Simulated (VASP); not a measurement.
A run of VASP 6.6.1:

INCAR

```
SYSTEM = SiNi
PREC = Accurate
ENCUT = 520
EDIFF = 1E-6
ISMEAR = -1
SIGMA = 0.05
LREAL = .FALSE.
LASPH = .TRUE.
NELM = 150
ALGO = Normal
ISIF = 2
LWAVE = .FALSE.
LCHARG = .FALSE.
ISPIN = 2
MAGMOM = 0 0 1.5 1.5
LORBIT = 11
LMAXMIX = 4
GGA = PE
NBANDS = 26
```

KPOINTS

```
regular mesh
0
G
  11 10 7
  0 0 0
```

Contents of POSCAR:

```
SiNi
1.0
    3.0664485148      0.0000000000      0.0000000000
    0.0000000000      3.3165773084      0.0000000000
    0.0000000000      0.0000000000      4.7595797209
Si Ni
2 2
Direct
    0.5000000000      0.5000000000      0.8423000000
    0.0000000000      0.0000000000      0.1577000000
    0.5000000000      0.5000000000      0.3442200000
    0.0000000000      0.0000000000      0.6557800000
```

Potentials or basis: VASP PAW PBE potentials, release 64 (Si, Ni).

The run is started by

```bash
$ cat potpaw_PBE.64/Si/POTCAR potpaw_PBE.64/Ni/POTCAR > POTCAR
$ mpirun -np 1 vasp_std > vasp.out
```

Hardware: 1 thread of Oxide Virtual Turin-like Processor, with other jobs on the host.

Estimate the wall time of this run.

Wall time 3.8 min on 1 thread of Oxide Virtual Turin-like Processor (shared host), peak memory 0.33 GiB. Counts: scf iterations 16, k points 144.
